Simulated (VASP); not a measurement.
# WS2 (P-3m1) in VASP: a series of runs

Runs on WS2. Level: r2SCAN. Tasks: single point.

Everything below comes from runs of VASP 6.6.1. Logs are shortened: lines on timing, memory, paths and dates and some standing lists are left out, and cuts for length are marked.

### 1 The cell of the first run

Symmetry: P-3m1, No. 164, trigonal system. Conventional cell: a = 3.578 Å, b = 3.578 Å, c = 5.772 Å, α = 90.00°, β = 90.00°, γ = 120.00°. W (site symmetry -3m) has 6 S at 2.53 Å within 3.3 Å. Within 3.3 Å of S (site symmetry 3m) lie 3 W at 2.53 Å.

### 2 Single point, r2SCAN, collinear spin, ferromagnetic start

File POSCAR:

```
WS2
1.0
    3.5782025500      0.0000000000      0.0000000000
   -1.7891012700      3.0988143100      0.0000000000
    0.0000000000      0.0000000000      5.7723833600
W S
1 2
Direct
    0.0000000000      0.0000000000      0.0000000000
    0.3333333333      0.6666666667      0.2520000000
    0.6666666667      0.3333333333      0.7480000000
```

File INCAR.step1:

```
SYSTEM = WS2
PREC = Accurate ; ENCUT = 520
ISMEAR = 0 ; SIGMA = 0.05
LREAL = .False. ; LASPH = .True.
NELM = 150 ; ISPIN = 2
MAGMOM = 2 0 0 ; LMAXMIX = 4
NBANDS = 24 ; GGA = PE
ALGO = Normal ; EDIFF = 1E-4
LWAVE = .True. ; LCHARG = .False.
```

File INCAR.step2:

```
SYSTEM = WS2
PREC = Accurate ; ENCUT = 520
EDIFF = 1E-7 ; ISMEAR = 0
SIGMA = 0.05 ; LREAL = .False.
LASPH = .True. ; NELM = 150
ALGO = Normal ; ISIF = 2
LWAVE = .False. ; LCHARG = .False.
ISPIN = 2 ; MAGMOM = 2 0 0
LORBIT = 11 ; LMAXMIX = 4
METAGGA = R2SCAN ; LMIXTAU = .True.
NBANDS = 24 ; ISTART = 1
```

File KPOINTS:

```
regular mesh
0
Gamma
  6 6 4
  0 0 0
```

Potentials or basis: VASP PAW PBE potentials, release 64 (W_sv, S).

On the command line:

```console
> cat potpaw_PBE.64/W_sv/POTCAR potpaw_PBE.64/S/POTCAR > POTCAR
> cp INCAR.step1 INCAR
> mpirun -np 1 vasp_std > vasp.out
> cp INCAR.step2 INCAR
> mpirun -np 1 vasp_std > vasp.out
```

OUTCAR:

```text
SYSTEM = WS2
   PREC = Accurate
   ENCUT = 520
   EDIFF = 1E-7
   ISMEAR = 0
   LREAL = .False.
   LASPH = .True.
   NELM = 150
   ISIF = 2
   ISPIN = 2
   LORBIT = 11
   METAGGA = R2SCAN
   ISTART = 1

 ion  position               nearest neighbor table
   1  0.000  0.000  0.000-   2 2.53   3 2.53   2 2.53   3 2.53   3 2.53   2 2.53
   2  0.333  0.667  0.252-   1 2.53   1 2.53   1 2.53
   3  0.667  0.333  0.748-   1 2.53   1 2.53   1 2.53

  LATTYP: Found a hexagonal cell.
 ALAT       =     3.5782025500
 C/A-ratio  =     1.6132075475

  Lattice vectors:

 A1 = (   3.5782025500,   0.0000000000,   0.0000000000)
 A2 = (  -1.7891012700,   3.0988143100,   0.0000000000)
 A3 = (   0.0000000000,   0.0000000000,   5.7723833600)

Analysis of symmetry for initial positions (statically):
=====================================================================
 Subroutine PRICEL returns:
 Original cell was already a primitive cell.

 Routine SETGRP: Setting up the symmetry group for a
 hexagonal supercell.

 Subroutine GETGRP returns: Found 12 space group operations
 (whereof 12 operations were pure point group operations)
 out of a pool of 24 trial point group operations.

The static configuration has the point symmetry D_3d.

Analysis of symmetry for dynamics (positions and initial velocities):
=====================================================================
 Subroutine PRICEL returns:
 Original cell was already a primitive cell.

 Routine SETGRP: Setting up the symmetry group for a
 hexagonal supercell.

 Subroutine GETGRP returns: Found 12 space group operations
 (whereof 12 operations were pure point group operations)
 out of a pool of 24 trial point group operations.

The dynamic configuration has the point symmetry D_3d.

Analysis of structural, dynamic, and magnetic symmetry:
=====================================================================
 Subroutine PRICEL returns:
 Original cell was already a primitive cell.

 Routine SETGRP: Setting up the symmetry group for a
 hexagonal supercell.

 Subroutine GETGRP returns: Found 12 space group operations
 (whereof 12 operations were pure point group operations)
 out of a pool of 24 trial point group operations.

The overall configuration has the point symmetry D_3d.

 Subroutine INISYM returns: Found 12 space group operations
[... 119 lines left out ...]
  volume/ion in A,a.u.               =      21.34       143.98
  Fermi-wavevector in a.u.,A,eV,Ry     =   1.212441  2.291182 20.000755  1.470014
  Thomas-Fermi vector in A             =   2.347925
   LORBIT       =     11    0 simple, 1 ext, 2 COOP (PROOUT), +10 PAW based schemes
   METAGGA = R2SCAN    functional components
   LHFCALC =     F    Hartree Fock is set to
   AEXX    =    0.0000 exact exchange contribution
   IVDW    =     0    specifies the selected vdW correction
   LEPSILON=     F    determine dielectric tensor
   LRPA    =     F    only Hartree local field effects (RPA)
 spin polarized calculation
 Gauss-broadening in eV      SIGMA  =   0.05
  energy-cutoff  :      520.00
  volume of cell :       64.01
 maximum number of plane-waves:      1762
 NGX is ok and might be reduce to    28
   NGX = 13   NGY = 13   NGZ = 21

 number of electron      26.0000000 magnetization      -0.0561329

 Free energy of the ion-electron system (eV)
  ---------------------------------------------------
  ext. energy  EPLUGINS =         0.00000000
  ---------------------------------------------------
  free energy    TOTEN  =       -68.43004907 eV

  energy without entropy =      -68.42967549  energy(sigma->0) =      -68.42986228

 E-fermi :   5.3549     XC(G=0): -10.7147

 val. band max:        5.3366775303   @ k =   0.3333   0.3333   0.5000
 cond. band min:       5.4728403593   @ k =   0.1667   0.0000   0.2500
 fundamental gap:      0.1361628290
 Fermi energy:         5.3549148791

 spin component 1

 k-point     1 :       0.0000    0.0000    0.0000
  band No.  band energies     occupation
      1     -71.7987      1.00000
      2     -35.3332      1.00000
      3     -35.3332      1.00000
      4     -35.0312      1.00000
      5      -9.8074      1.00000
      6      -7.9580      1.00000
[... 637 lines left out ...]
     23      16.0390      0.00000
     24      16.3256      0.00000
 Fermi energy:         5.3549148791

 spin component 2

 k-point     1 :       0.0000    0.0000    0.0000
  band No.  band energies     occupation
      1     -71.8305      1.00000
      2     -35.3452      1.00000
      3     -35.3452      1.00000
      4     -35.1425      1.00000
      5      -9.8056      1.00000
      6      -7.9491      1.00000
[... 637 lines left out ...]
     23      16.0466      0.00000
     24      16.2950      0.00000

------------------------ aborting loop because EDIFF is reached ----------------------------------------

  FORCE on cell =-STRESS in cart. coord.  units (eV):
  Direction    XX          YY          ZZ          XY          YZ          ZX
  --------------------------------------------------------------------------------------
  -------------------------------------------------------------------------------------
  Total       -7.7910784     -7.7910784     -2.9721888     -0.0000000      0.0000000      0.0000000
  in kB     -195.0260017   -195.0260019    -74.3997261     -0.0000003      0.0000000      0.0000000
  external PRESSURE =    -154.8172432 kB  Pullay stress =       0.0000000 kB

 VOLUME and BASIS-vectors are now :
 -----------------------------------------------------------------------------
  energy-cutoff  :      520.00
  volume of cell :       64.01
      direct lattice vectors                 reciprocal lattice vectors
     3.578202550  0.000000000  0.000000000     0.279469925  0.161352036  0.000000000
    -1.789101270  3.098814310  0.000000000     0.000000000  0.322704073  0.000000000
     0.000000000  0.000000000  5.772383360     0.000000000  0.000000000  0.173238667

 POSITION                                       TOTAL-FORCE (eV/Angst)
 -----------------------------------------------------------------------------------
      0.00000      0.00000      0.00000         0.000000      0.000000      0.000000
      0.00000      2.06588      1.45464         0.000000      0.000000     -1.117240
      1.78910      1.03294      4.31774        -0.000000     -0.000000      1.117240
 -----------------------------------------------------------------------------------
    total drift:                                0.000000     -0.000000      0.000000

  FREE ENERGIE OF THE ION-ELECTRON SYSTEM (eV)
  ---------------------------------------------------
  free  energy   TOTEN  =       -68.4300490676 eV

  energy  without entropy=      -68.4296754878  energy(sigma->0) =      -68.42986228

 total charge

# of ion       s       p       d       tot
------------------------------------------
    1        2.304   6.229   3.111  11.643
    2        1.344   2.322   0.000   3.667
    3        1.344   2.322   0.000   3.667
--------------------------------------------------
tot          4.992  10.873   3.111  18.976

 magnetization (x)

# of ion       s       p       d       tot
------------------------------------------
    1       -0.002  -0.000  -0.053  -0.055
    2        0.000   0.005   0.000   0.005
    3        0.000   0.005   0.000   0.005
--------------------------------------------------
tot         -0.002   0.009  -0.053  -0.045
```

OSZICAR.step1:

```text
N       E                     dE             d eps       ncg     rms          rms(c)
DAV:   1     0.196763895948E+03    0.19676E+03   -0.12263E+04  2304   0.105E+03
DAV:   2    -0.134120301155E+02   -0.21018E+03   -0.20208E+03  2688   0.293E+02
DAV:   3    -0.236487701827E+02   -0.10237E+02   -0.10127E+02  2968   0.618E+01
DAV:   4    -0.237927047390E+02   -0.14393E+00   -0.14385E+00  2640   0.811E+00
DAV:   5    -0.237954351963E+02   -0.27305E-02   -0.27303E-02  3048   0.115E+00    0.196E+01
DAV:   6    -0.221757108318E+02    0.16197E+01   -0.93816E+00  2440   0.168E+01    0.861E+00
DAV:   7    -0.221312965018E+02    0.44414E-01   -0.15852E+00  2392   0.625E+00    0.528E+00
DAV:   8    -0.221115587358E+02    0.19738E-01   -0.22210E-01  2888   0.253E+00    0.154E+00
DAV:   9    -0.221133257415E+02   -0.17670E-02   -0.14690E-02  2592   0.647E-01    0.511E-01
DAV:  10    -0.221137941685E+02   -0.46843E-03   -0.41236E-03  2832   0.310E-01    0.234E-01
DAV:  11    -0.221139231040E+02   -0.12894E-03   -0.67856E-04  2624   0.138E-01    0.909E-02
DAV:  12    -0.221139528415E+02   -0.29738E-04   -0.11087E-04  2000   0.567E-02
   1 F= -.22113953E+02 E0= -.22113263E+02  d E =-.138021E-02  mag=    -0.0064
```

Run time: 6.3 min. Hardware: 1 thread of Intel Xeon Platinum 8488C (Sapphire Rapids), shared host; peak memory 0.25 GiB.

Results:

| Item | Value |
| --- | --- |
| Free energy | -68.4300 eV |
| Pressure | -15.5 GPa |
| Largest force | 1.117 eV/Å |
| Net moment | -0.06 μB per cell |
| Site moments | W -0.06; S +0.01 μB |
| Valence electrons inside the program's atomic spheres | W 11.64; S 3.67 |

Forces on the atoms (eV/Å):
```
W    0.000  0.000  0.000
S    0.000  0.000 -1.117
S    0.000  0.000  1.117
```

Stress tensor (GPa, compression positive):
```
-19.50   0.00   0.00
  0.00 -19.50   0.00
  0.00   0.00  -7.44
```

Caveat: the PAW data sets were made with another functional, which shifts forces and pressure a little; spin-orbit coupling is left out, which moves the levels of the heavy elements.

### 3 Single point, r2SCAN, collinear spin, ferrimagnetic start

POSCAR is that of step 2.

File INCAR.step1:

```
SYSTEM = WS2
  ALGO = Normal
  EDIFF = 1E-4
  ENCUT = 520
  GGA = PE
  ISMEAR = 0
  ISPIN = 2
  LASPH = .True.
  LCHARG = .False.
  LMAXMIX = 4
  LREAL = .False.
  LWAVE = .True.
  MAGMOM = 0.05 -0.01 -0.01
  NBANDS = 24
  NELM = 150
  PREC = Accurate
  SIGMA = 0.05
```

File INCAR.step2:

```
SYSTEM = WS2
  ALGO = Normal
  EDIFF = 1E-6
  ENCUT = 520
  ISIF = 2
  ISMEAR = 0
  ISPIN = 2
  ISTART = 1
  LASPH = .True.
  LCHARG = .True.
  LELF = .True.
  LMAXMIX = 4
  LMIXTAU = .True.
  LORBIT = 11
  LREAL = .False.
  LVHAR = .True.
  LWAVE = .False.
  MAGMOM = 0.05 -0.01 -0.01
  METAGGA = R2SCAN
  NBANDS = 24
  NELM = 150
  PREC = Accurate
  SIGMA = 0.05
```

File KPOINTS:

```
k-points
0
Gamma
  6 6 4
  0 0 0
```

Potentials or basis: VASP PAW PBE potentials, release 64 (W_sv, S).

On the command line:

```console
> cat potpaw_PBE.64/W_sv/POTCAR potpaw_PBE.64/S/POTCAR > POTCAR
> cp INCAR.step1 INCAR
> mpirun -np 1 vasp_std > vasp.out
> cp INCAR.step2 INCAR
> mpirun -np 1 vasp_std > vasp.out
```

Wall time 5.3 min (1 thread of Intel Xeon Platinum 8488C (Sapphire Rapids), shared host); peak memory 0.26 GiB.

Results (log left out):

| Property | Result |
| --- | --- |
| Free energy | -68.4301 eV |
| Pressure | -15.5 GPa |
| Largest force | 1.117 eV/Å |
| Net moment | 0.06 μB per cell |
| Site moments | W +0.06; S -0.01 μB |
| Valence electrons inside the program's atomic spheres | W 11.64; S 3.67 |

Forces on the atoms (eV/Å):
```
W    0.000  0.000  0.000
S    0.000  0.000 -1.117
S    0.000  0.000  1.117
```

Stress tensor (GPa, compression positive):
```
-19.50   0.00   0.00
  0.00 -19.50   0.00
  0.00   0.00  -7.44
```

Levels at points of the mesh, in eV from the Fermi level:
Spin up:
```tsv
k point	band 10	band 11	band 12	band 13	band 14	band 15	band 16	band 17
(0.00, 0.00, 0.00)	-1.26	-1.26	-1.10	-0.79	-0.79	-0.09	3.14	3.14
(0.50, 0.00, 0.00)	-4.30	-3.52	-2.75	-1.05	0.64	0.99	3.76	3.90
(0.00, 0.00, 0.50)	-3.26	-1.43	-1.43	-0.81	-0.81	0.38	3.55	3.55
(0.50, 0.00, 0.50)	-4.15	-2.43	-2.23	-1.28	0.63	0.99	3.30	4.54
```
Spin down:
```
           k point  band 10  band 11  band 12  band 13  band 14  band 15  band 16  band 17
(0.00, 0.00, 0.00)    -1.27    -1.27    -1.11    -0.82    -0.82     0.14     3.15     3.15
(0.50, 0.00, 0.00)    -4.26    -3.52    -2.76    -0.99     0.65     1.13     3.78     3.89
(0.00, 0.00, 0.50)    -3.26    -1.44    -1.44    -0.85    -0.85     0.59     3.57     3.57
(0.50, 0.00, 0.50)    -4.12    -2.44    -2.23    -1.22     0.64     1.14     3.29     4.56
```

Caveat: the PAW data sets were made with another functional, which shifts forces and pressure a little; spin-orbit coupling is left out, which moves the levels of the heavy elements.

### 4 Single point, r2SCAN, collinear spin, ferrimagnetic start

POSCAR is that of step 3.

File INCAR.step1:

```
ALGO = Normal ; EDIFF = 1E-4
ENCUT = 520 ; GGA = PE
ISMEAR = 0 ; ISPIN = 2
LASPH = True ; LCHARG = False
LMAXMIX = 4 ; LREAL = False
LWAVE = True ; MAGMOM = 0.05 -0.01 -0.01
NBANDS = 24 ; NELM = 150
PREC = Accurate ; SIGMA = 0.05
```

File INCAR.step2:

```
ALGO = Normal ; EDIFF = 1E-6
ENCUT = 520 ; ISIF = 2
ISMEAR = 0 ; ISPIN = 2
ISTART = 1 ; LASPH = True
LCHARG = True ; LELF = True
LMAXMIX = 4 ; LMIXTAU = True
LORBIT = 11 ; LREAL = False
LVHAR = True ; LWAVE = False
MAGMOM = 0.05 -0.01 -0.01 ; METAGGA = R2SCAN
NBANDS = 24 ; NELM = 150
PREC = Accurate ; SIGMA = 0.05
```

File KPOINTS:

```
k-points
0
Gamma
  6 6 4
```

On the command line:

```console
> cat potpaw_PBE.64/W_sv/POTCAR potpaw_PBE.64/S/POTCAR > POTCAR
> cp INCAR.step1 INCAR
> mpirun -np 1 vasp_std > vasp.out
> cp INCAR.step2 INCAR
> mpirun -np 1 vasp_std > vasp.out
```

It took 4.8 min on 1 thread of Intel Xeon Platinum 8488C (Sapphire Rapids), shared host; peak memory 0.26 GiB.

It converged, with:

* Free energy: -68.4301 eV
* Pressure: -15.5 GPa
* Largest force: 1.117 eV/Å
* Net moment: 0.06 μB per cell
* Site moments: W +0.06; S -0.01 μB
* Valence electrons inside the program's atomic spheres: W 11.64; S 3.67

Forces on the atoms (eV/Å):
```
W    0.000  0.000  0.000
S    0.000  0.000 -1.117
S    0.000  0.000  1.117
```

Stress tensor (GPa, compression positive):
```
-19.50   0.00   0.00
  0.00 -19.50   0.00
  0.00   0.00  -7.44
```

Levels at points of the mesh, in eV from the Fermi level:
Spin up:
```tsv
k point	band 10	band 11	band 12	band 13	band 14	band 15	band 16	band 17
(0.00, 0.00, 0.00)	-1.26	-1.26	-1.10	-0.79	-0.79	-0.09	3.14	3.14
(0.50, 0.00, 0.00)	-4.30	-3.52	-2.75	-1.05	0.64	0.99	3.76	3.90
(0.00, 0.00, 0.50)	-3.26	-1.43	-1.43	-0.81	-0.81	0.38	3.55	3.55
(0.50, 0.00, 0.50)	-4.15	-2.43	-2.23	-1.28	0.63	0.99	3.30	4.54
```
Spin down:
```tsv
k point	band 11	band 12	band 13	band 14	band 15	band 16
(0.00, 0.00, 0.00)	-1.27	-1.11	-0.82	-0.82	0.14	3.15
(0.50, 0.00, 0.00)	-3.52	-2.76	-0.99	0.65	1.13	3.78
(0.00, 0.00, 0.50)	-1.44	-1.44	-0.85	-0.85	0.59	3.57
(0.50, 0.00, 0.50)	-2.44	-2.23	-1.22	0.64	1.14	3.29
```

Caveat: the PAW data sets were made with another functional, which shifts forces and pressure a little; spin-orbit coupling is left out, which moves the levels of the heavy elements.
